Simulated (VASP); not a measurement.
# Ta (Im-3m) in VASP: notebook

Ta is run at these levels: PBEsol; tasks: single point.

Program: VASP 6.6.1. These are calculated values, not measurements. Logs are shortened: lines on timing, memory, paths and dates and some standing lists are left out, and cuts for length are marked.

### 1 The cell of the first run

The structure is cubic, space group Im-3m (No. 229). Conventional cell: a = 3.271 Å, b = 3.271 Å, c = 3.271 Å, α = 90.00°, β = 90.00°, γ = 90.00°. Within 3.7 Å of Ta (site symmetry m-3m) lie 14 Ta at 2.83 to 3.27 Å.

### 2 Single point, PBEsol (17.50 Å³/atom)

Contents of INCAR:

```
PREC = Accurate
ENCUT = 520
EDIFF = 1E-6
ISMEAR = 0
SIGMA = 0.05
LREAL = F
LASPH = T
NELM = 60
ALGO = Normal
ISIF = 2
LWAVE = F
LCHARG = T
GGA = PS
LELF = T
LVHAR = T
NBANDS = 12
```

Contents of KPOINTS:

```
regular mesh
0
Gamma
  18 18 18
```

Contents of POSCAR:

```
Ta
1.0
   -1.6354381924      1.6354381924      1.6354381924
    1.6354381924     -1.6354381924      1.6354381924
    1.6354381924      1.6354381924     -1.6354381924
Ta
1
Direct
    0.0000000000      0.0000000000      0.0000000000
```

Potentials or basis: VASP PAW PBE potentials, release 64 (Ta_pv).

Command:

```bash
cat potpaw_PBE.64/Ta_pv/POTCAR > POTCAR
mpirun -np 1 vasp_std > vasp.out
```

OUTCAR:

```text
PREC = Accurate
   ENCUT = 520
   EDIFF = 1E-6
   ISMEAR = 0
   LREAL = F
   LASPH = T
   NELM = 60
   ISIF = 2
   GGA = PS

 ion  position               nearest neighbor table
   1  0.000  0.000  0.000-

  LATTYP: Found a body centered cubic cell.
 ALAT       =     3.2708763848

  Lattice vectors:

 A1 = (  -1.6354381924,   1.6354381924,   1.6354381924)
 A2 = (   1.6354381924,  -1.6354381924,   1.6354381924)
 A3 = (   1.6354381924,   1.6354381924,  -1.6354381924)

Analysis of symmetry for initial positions (statically):
=====================================================================
 Subroutine PRICEL returns:
 Original cell was already a primitive cell.

 Routine SETGRP: Setting up the symmetry group for a
 body centered cubic supercell.

 Subroutine GETGRP returns: Found 48 space group operations
 (whereof 48 operations were pure point group operations)
 out of a pool of 48 trial point group operations.

The static configuration has the point symmetry O_h .

Analysis of symmetry for dynamics (positions and initial velocities):
=====================================================================
 Subroutine PRICEL returns:
 Original cell was already a primitive cell.

 Routine SETGRP: Setting up the symmetry group for a
 body centered cubic supercell.

 Subroutine GETGRP returns: Found 48 space group operations
 (whereof 48 operations were pure point group operations)
 out of a pool of 48 trial point group operations.

The dynamic configuration has the point symmetry O_h .

 Subroutine INISYM returns: Found 48 space group operations
 (whereof 48 operations are pure point group operations),
 and found     1 'primitive' translations

----------------------------------------------------------------------------------------

                                     Primitive cell

  volume of cell :      17.4970

  direct lattice vectors                    reciprocal lattice vectors
    -1.635438192  1.635438192  1.635438192     0.000000000  0.305728460  0.305728460
     1.635438192 -1.635438192  1.635438192     0.305728460  0.000000000  0.305728460
     1.635438192  1.635438192 -1.635438192     0.305728460  0.305728460  0.000000000

  length of vectors
     2.832662042  2.832662042  2.832662042     0.432365335  0.432365335  0.432365335

  position of ions in fractional coordinates (direct lattice)
     0.000000000  0.000000000  0.000000000

  ion indices of the primitive-cell ions
   primitive index   ion index
                 1           1

----------------------------------------------------------------------------------------

 KPOINTS: regular mesh

Automatic generation of k-mesh.
 Grid dimensions read from file:
 generate k-points for:   18   18   18

 Generating k-lattice:

  Cartesian coordinates                     Fractional coordinates (reciprocal lattice)
     0.000000000  0.016984914  0.016984914     0.055555556  0.000000000  0.000000000
     0.016984914  0.000000000  0.016984914     0.000000000  0.055555556  0.000000000
     0.016984914  0.016984914  0.000000000     0.000000000  0.000000000  0.055555556

  Length of vectors
     0.024020296  0.024020296  0.024020296

  Shift w.r.t. Gamma in fractional coordinates (k-lattice)
     0.000000000  0.000000000  0.000000000

 Subroutine IBZKPT returns following result:
 ===========================================

 Found    195 irreducible k-points:

 Following reciprocal coordinates:
            Coordinates               Weight
  0.000000  0.000000  0.000000      1.000000
  0.055556  0.000000  0.000000     12.000000
  0.111111  0.000000  0.000000     12.000000
  0.166667  0.000000  0.000000     12.000000
  0.222222  0.000000  0.000000     12.000000
  0.277778  0.000000  0.000000     12.000000
[... 16 lines left out ...]
  0.333333  0.111111 -0.000000     48.000000
  0.388889  0.111111  0.000000     48.000000
 [... further k-points ...]
   k-points           NKPTS =    195   k-points in BZ     NKDIM =    195   number of bands    NBANDS=     12
   number of dos      NEDOS =    301   number of ions     NIONS =      1
   total plane-waves  NPLWV =  13824
   dimension x,y,z NGX =    24 NGY =   24 NGZ =   24
   dimension x,y,z NGXF=    48 NGYF=   48 NGZF=   48
   ions per type =               1
   NGX,Y,Z   is equivalent  to a cutoff of  14.09, 14.09, 14.09 a.u.
   NGXF,Y,Z  is equivalent  to a cutoff of  28.17, 28.17, 28.17 a.u.
 SYSTEM =  unknown system
   PREC   = accura    normal or accurate (medium, high low for compatibility)
   ISTART =      0    job   : 0-new  1-cont  2-samecut
   ICHARG =      2    charge: 1-file 2-atom 10-const
   ISPIN  =      1    spin polarized calculation?
   LNONCOLLINEAR =      F non collinear calculations
   LSORBIT =      F    spin-orbit coupling
   LASPH  =      T    aspherical Exc in radial PAW
   ENCUT  =  520.0 eV  38.22 Ry    6.18 a.u.   5.27  5.27  5.27*2*pi/ulx,y,z
   NELM   =     60;   NELMIN=  2; NELMDL= -5     # of ELM steps
   EDIFF  = 0.1E-05   stopping-criterion for ELM
   LREAL  =      F    real-space projection
   EDIFFG = 0.1E-04   stopping-criterion for IOM
   NSW    =      0    number of steps for IOM
   IBRION =     -1    ionic relax: 0-MD 1-quasi-New 2-CG
   NFREE  =      0    steps in history (QN), initial steepest desc. (CG)
   ISIF   =      2    stress and relaxation
   ISYM   =      2    0-nonsym 1-usesym 2-fastsym
   POTIM  = 0.5000    time-step for ionic-motion
   TEBEG  =    0.0;   TEEND  =   0.0 temperature during run
   PSTRESS=    0.0 pullay stress
   NELECT =      11.0000    total number of electrons
   NUPDOWN=      -1.0000    fix difference up-down
   EMIN   =  10.00;   EMAX   =-10.00  energy-range for DOS
   EFERMI =   0.00;   METHOD = LEGACY
   ISMEAR =     0;   SIGMA  =   0.05  broadening in eV -4-tet -1-fermi 0-gaus
   EFERMI_NEDOS =   21; number of points for ismear=-14 and -15
   IALGO  =     38    algorithm
   IMIX   =      4    mixing-type and parameters
     AMIX     =   0.40;   BMIX     =  1.00
     AMIX_MAG =   1.60;   BMIX_MAG =  1.00
  volume/ion in A,a.u.               =      17.50       118.08
  Fermi-wavevector in a.u.,A,eV,Ry     =   1.402442  2.650231 26.760533  1.966844
  Thomas-Fermi vector in A             =   2.525203
   LORBIT       =      0    0 simple, 1 ext, 2 COOP (PROOUT), +10 PAW based schemes
   GGA     = PS    functional components
   LHFCALC =     F    Hartree Fock is set to
   AEXX    =    0.0000 exact exchange contribution
   IVDW    =     0    specifies the selected vdW correction
   LEPSILON=     F    determine dielectric tensor
   LRPA    =     F    only Hartree local field effects (RPA)
 non-spin polarized calculation
 Gauss-broadening in eV      SIGMA  =   0.05
  energy-cutoff  :      520.00
  volume of cell :       17.50
 maximum number of plane-waves:       480
 NGX is ok and might be reduce to    24
   NGX = 11   NGY = 11   NGZ = 11

 number of electron      11.0000001 magnetization

 Free energy of the ion-electron system (eV)
  ---------------------------------------------------
  ext. energy  EPLUGINS =         0.00000000
  ---------------------------------------------------
  free energy    TOTEN  =       -12.55194396 eV

  energy without entropy =      -12.55018800  energy(sigma->0) =      -12.55106598

 E-fermi :   5.5730     XC(G=0): -12.8770

 val. band max:        5.5696417674   @ k =   0.2222   0.0000   0.0000
 cond. band min:       5.5822566184   @ k =  -0.2222   0.2222   0.0556
 fundamental gap:      0.0126148511
 Fermi energy:         5.5729763786

 k-point     1 :       0.0000    0.0000    0.0000
  band No.  band energies     occupation
      1     -27.3490      2.00000
      2     -27.3490      2.00000
      3     -27.3490      2.00000
      4      -2.4838      2.00000
      5       6.2775      0.00000
      6       6.2775      0.00000
      7       6.2775      0.00000
      8       9.6515      0.00000
      9       9.6515      0.00000
     10      20.3240      0.00000
     11      20.7339      0.00000
     12      20.7339      0.00000

 k-point     2 :       0.0556    0.0000    0.0000
  band No.  band energies     occupation
      1     -27.3920      2.00000
      2     -27.3620      2.00000
      3     -27.3492      2.00000
      4      -2.3397      2.00000
      5       6.1830      0.00000
      6       6.2513      0.00000
      7       6.4184      0.00000
      8       9.4942      0.00000
      9       9.6513      0.00000
     10      20.3242      0.00000
     11      20.8663      0.00000
     12      20.9850      0.00000

 k-point     3 :       0.1111    0.0000    0.0000
  band No.  band energies     occupation
      1     -27.5142      2.00000
      2     -27.3995      2.00000
      3     -27.3500      2.00000
      4      -1.9234      2.00000
      5       5.9231      0.00000
      6       6.1402      0.00000
      7       6.8370      0.00000
      8       9.1672      0.00000
      9       9.6588      0.00000
     10      20.3234      0.00000
     11      21.2020      0.00000
     12      21.7127      0.00000
[... 286 lines left out ...]
 k-point    23 :       0.3333    0.1111   -0.0000
  band No.  band energies     occupation
      1     -28.4792      2.00000
      2     -27.7588      2.00000
      3     -27.4136      2.00000
      4       1.4045      2.00000
      5       4.1855      2.00000
      6       5.6870      0.00126
      7       9.3406      0.00000
      8      10.5640      0.00000
      9      12.7025      0.00000
     10      18.3786      0.00000
     11      19.6025      0.00000
     12      20.3562      0.00000

 k-point    24 :       0.3889    0.1111    0.0000
  band No.  band energies     occupation
      1     -28.5671      2.00000
      2     -27.8024      2.00000
      3     -27.4153      2.00000
      4       1.4512      2.00000
      5       4.0471      2.00000
      6       6.3115      0.00000
      7       9.4118      0.00000
      8      10.7646      0.00000
      9      13.7508      0.00000
     10      17.4594      0.00000
     11      18.7845      0.00000
     12      20.3434      0.00000

 [... further k-points ...]

------------------------ aborting loop because EDIFF is reached ----------------------------------------

  FORCE on cell =-STRESS in cart. coord.  units (eV):
  Direction    XX          YY          ZZ          XY          YZ          ZX
  --------------------------------------------------------------------------------------
  -------------------------------------------------------------------------------------
  Total        0.2213058      0.2213058      0.2213058      0.0000000      0.0000000     -0.0000000
  in kB       20.2647332     20.2647332     20.2647332      0.0000000      0.0000000     -0.0000000
  external PRESSURE =      20.2647332 kB  Pullay stress =       0.0000000 kB

 VOLUME and BASIS-vectors are now :
 -----------------------------------------------------------------------------
  energy-cutoff  :      520.00
  volume of cell :       17.50
      direct lattice vectors                 reciprocal lattice vectors
    -1.635438192  1.635438192  1.635438192     0.000000000  0.305728460  0.305728460
     1.635438192 -1.635438192  1.635438192     0.305728460  0.000000000  0.305728460
     1.635438192  1.635438192 -1.635438192     0.305728460  0.305728460  0.000000000

 POSITION                                       TOTAL-FORCE (eV/Angst)
 -----------------------------------------------------------------------------------
      0.00000      0.00000      0.00000         0.000000      0.000000     -0.000000
 -----------------------------------------------------------------------------------
    total drift:                               -0.000000      0.000000      0.000000

  FREE ENERGIE OF THE ION-ELECTRON SYSTEM (eV)
  ---------------------------------------------------
  free  energy   TOTEN  =       -12.5519439584 eV

  energy  without entropy=      -12.5501879997  energy(sigma->0) =      -12.55106598
```

Wall time 27 s (1 thread of Intel Xeon 8259CL, shared host); peak memory 0.17 GiB.

What came out:

```yaml
Free_energy: -12.5519 eV
Pressure: 2.0 GPa
Band_gap_on_the_k_mesh: zero (an odd number of electrons rules out a gap without spin polarisation)
```

Levels at points of the mesh, in eV from the Fermi level:
| k point | band 3 | band 4 | band 5 | band 6 | band 7 | band 8 |
| --- | --- | --- | --- | --- | --- | --- |
| (0.00, 0.00, 0.00) | -32.92 | -8.06 | 0.70 | 0.70 | 0.70 | 4.08 |
| (0.50, 0.00, 0.00) | -32.93 | -4.54 | -1.66 | 1.73 | 3.98 | 5.04 |
| (0.50, 0.50, 0.50) | -33.82 | -4.00 | -4.00 | 7.07 | 7.07 | 7.07 |

Caveat: the PAW data sets were made with another functional, which shifts forces and pressure a little; spin-orbit coupling is left out, which moves the levels of the heavy elements.

### 3 Single point, PBEsol

This run uses another cell than the first one, of 17.65 Å³/atom.

Contents of INCAR:

```
  PREC = Accurate
  ENCUT = 520
  EDIFF = 1E-6
  ISMEAR = 0
  SIGMA = 0.05
  LREAL = False
  LASPH = True
  NELM = 60
  ALGO = Normal
  ISIF = 2
  LWAVE = False
  LCHARG = False
  GGA = PS
  NBANDS = 12
```

KPOINTS is that of step 2.

Contents of POSCAR:

```
Ta
1.0
   -1.6401445344      1.6401445344      1.6401445344
    1.6401445344     -1.6401445344      1.6401445344
    1.6401445344      1.6401445344     -1.6401445344
Ta
1
Direct
    0.0000000000      0.0000000000      0.0000000000
```

Potentials or basis: VASP PAW PBE potentials, release 64 (Ta_pv).

Command:

```bash
cat potpaw_PBE.64/Ta_pv/POTCAR > POTCAR
mpirun -np 1 vasp_std > vasp.out
```

It took 32 s on 1 thread of Intel Xeon 8259CL, shared host; peak memory 0.17 GiB.

It converged, with:

| Quantity | Value |
| --- | --- |
| Free energy | -12.5531 eV |
| Pressure | 0.2 GPa |
| Band gap on the k mesh | zero (an odd number of electrons rules out a gap without spin polarisation) |

Levels at points of the mesh, in eV from the Fermi level:
| k point | band 1 | band 2 | band 3 | band 4 | band 5 | band 6 | band 7 | band 8 | band 9 | band 10 |
| --- | --- | --- | --- | --- | --- | --- | --- | --- | --- | --- |
| (0.00, 0.00, 0.00) | -32.96 | -32.96 | -32.96 | -8.03 | 0.70 | 0.70 | 0.70 | 4.05 | 4.05 | 14.72 |
| (0.50, 0.00, 0.00) | -34.22 | -33.37 | -32.97 | -4.50 | -1.63 | 1.69 | 3.94 | 4.99 | 7.99 | 12.02 |
| (0.50, 0.50, 0.50) | -33.84 | -33.84 | -33.84 | -3.95 | -3.95 | 7.00 | 7.00 | 7.00 | 8.83 | 8.83 |

Caveat: the PAW data sets were made with another functional, which shifts forces and pressure a little; spin-orbit coupling is left out, which moves the levels of the heavy elements.

### 4 Single point, PBEsol

This run uses another cell than the first one, of 18.13 Å³/atom.

Contents of INCAR:

```
SYSTEM = Ta
PREC = Accurate
ENCUT = 520
EDIFF = 1E-6
ISMEAR = 0
SIGMA = 0.05
LREAL = .False.
LASPH = .True.
NELM = 60
ALGO = Normal
ISIF = 2
LWAVE = .False.
LCHARG = .False.
GGA = PS
NBANDS = 12
```

Contents of KPOINTS:

```
Automatic mesh
0
Gamma
  18 18 18
  0 0 0
```

Contents of POSCAR:

```
Ta
1.0
   -1.6550000000      1.6550000000      1.6550000000
    1.6550000000     -1.6550000000      1.6550000000
    1.6550000000      1.6550000000     -1.6550000000
Ta
1
Direct
    0.0000000000      0.0000000000      0.0000000000
```

Command:

```bash
cat potpaw_PBE.64/Ta_pv/POTCAR > POTCAR
mpirun -np 1 vasp_std > vasp.out
```

Wall time 36 s (1 thread of Intel Xeon 8259CL, shared host); peak memory 0.17 GiB.

It converged, with:

| Quantity | Value |
| --- | --- |
| Free energy | -12.5457 eV |
| Pressure | -5.1 GPa |
| Band gap on the k mesh | zero (an odd number of electrons rules out a gap without spin polarisation) |

Levels at points of the mesh, in eV from the Fermi level:
| k point | band 2 | band 3 | band 4 | band 5 | band 6 | band 7 | band 8 | band 9 |
| --- | --- | --- | --- | --- | --- | --- | --- | --- |
| (0.00, 0.00, 0.00) | -33.07 | -33.07 | -7.92 | 0.70 | 0.70 | 0.70 | 3.95 | 3.95 |
| (0.50, 0.00, 0.00) | -33.44 | -33.08 | -4.38 | -1.55 | 1.56 | 3.82 | 4.84 | 7.72 |
| (0.50, 0.50, 0.50) | -33.88 | -33.88 | -3.79 | -3.79 | 6.77 | 6.77 | 6.77 | 8.58 |

Caveat: the cell stands under tension; the PAW data sets were made with another functional, which shifts forces and pressure a little; spin-orbit coupling is left out, which moves the levels of the heavy elements.

### 5 Overview

```csv
cell,gap on the mesh (eV),pressure (GPa)
"a = 2.833 Å, angles 109.5°, 1 atom",none,2.0
"a = 2.841 Å, angles 109.5°, 1 atom",none,0.2
"a = 2.867 Å, angles 109.5°, 1 atom",none,-5.1
```

Alike in all rows: task single point; level PBEsol; potentials or basis VASP PAW PBE potentials, release 64 (Ta_pv); no spin polarisation; k mesh 18 × 18 × 18; cutoff (eV) 520; smearing gaussian 0.05 eV.

Caveats: the PAW data sets were made with another functional, which shifts forces and pressure a little; spin-orbit coupling is left out, which moves the levels of the heavy elements; the cell stands under tension (at least some runs).

Absolute energies hang on the potentials; compare differences alone.
